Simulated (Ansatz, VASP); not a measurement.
# Se in VASP and in Ansatz

INCAR

```
PREC = Accurate
ENCUT = 520
EDIFF = 1E-6
ISMEAR = -1
SIGMA = 0.1
LREAL = F
LASPH = T
NELM = 100
ALGO = Normal
ISIF = 2
LWAVE = F
LCHARG = T
GGA = PE
LELF = T
LVHAR = T
NBANDS = 16
```

Contents of KPOINTS:

```
Automatic mesh
0
Gamma
  9 9 11
```

Contents of POSCAR:

```
Se
1.0
    4.5030032240      0.0000000000      0.0000000000
   -2.2515016120      3.8997151853      0.0000000000
    0.0000000000      0.0000000000      3.1947459055
Se
3
Direct
    0.0000000000      0.0000000000      0.0000000000
    0.3333333333      0.6666666667      0.5000000000
    0.6666666667      0.3333333333      0.5000000000
```

Input for Ansatz:

```yaml
crystal:
  lattice:
    - [4.503003224, 0.0, 0.0]
    - [-2.251501612, 3.8997151853, 0.0]
    - [0.0, 0.0, 3.1947459055]
  atoms:
    - { symbol: Se, position: [0.0, 0.0, 0.0] }
    - { symbol: Se, position: [0.3333333333, 0.6666666667, 0.5] }
    - { symbol: Se, position: [0.6666666667, 0.3333333333, 0.5] }
hamiltonian:
  xc: pbe
  pseudopotentials:
    kind: paw
    azcp:
      Se: "pseudopotentials/Se.paw.azcp"
basis:
  ecutwfc: 420
  fft_grid_basis: typed
kpoints:
  mp_grid: { grid: [9, 9, 11], shift: [0, 0, 0] }
magnetization:
  spin_polarized: false
scf:
  occupations: { method: fermi_dirac, width: 0.1 }
  lower_state_search: "off"
output:
  stress: true
```

Alike in both runs: task single point; functional PBE; k mesh 9 × 9 × 11; occupations fermi-dirac, width 0.1 eV; no spin polarisation.

```csv
,VASP,Ansatz
version,VASP 6.6.1,Ansatz 0.2.0
potentials or method,"VASP PAW PBE potentials, release 64 (Se), cutoff 520 eV","plane waves (420 eV) with PAW, scalar-relativistic"
valence electrons in the cell,18,48
```

|  | VASP | Ansatz | Ansatz less VASP |
| --- | --- | --- | --- |
| pressure (GPa) | 11.5 | 11.4 | -0.07 |
| traceless stress, the component that is largest in VASP (GPa) | -3.26 | -3.25 | +0.016 |

VASP's potentials hold 18 valence electrons a cell and Ansatz's 48, so a difference there can come from the potentials and not from the codes.
